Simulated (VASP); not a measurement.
Runs of VASP 6.6.1 on Ta. The structure is that of space group Im-3m (No. 229), or close to it. The cells are those of the table. 

```csv
task,cell,k mesh,cutoff (eV),gap on the mesh (eV),pressure (GPa)
single point,"a = 3.280, b = 7.335, c = 2.841 Å, angles 140.8, 54.7, 90.0°, 1 atom",11 × 5 × 46,520,none,0.3
single point,"a = 2.867 Å, angles 109.5°, 1 atom",8 × 8 × 8,500,none,(a)
relaxation of cell and atoms,"relaxed from a = 2.867 Å, angles 109.5°, 1 atom",18 × 18 × 18,600,none,0.0
single point,"a = 2.841 Å, angles 109.5°, 1 atom",18 × 18 × 18,520,none,0.2
```

Alike in all rows: level PBEsol; potentials or basis VASP PAW PBE potentials, release 64 (Ta_pv); no spin polarisation; smearing gaussian 0.1 eV.

Q: Fill in the values left out.

A: (a) -7.0.

Caveats: some runs use coarse meshes; the PAW data sets were made with another functional, which shifts forces and pressure a little; spin-orbit coupling is left out, which moves the levels of the heavy elements.

A k mesh can miss the band edges, and the runs leave out spin-orbit coupling on Ta.

A gap of «none» marks levels without a gap at the run's occupations.
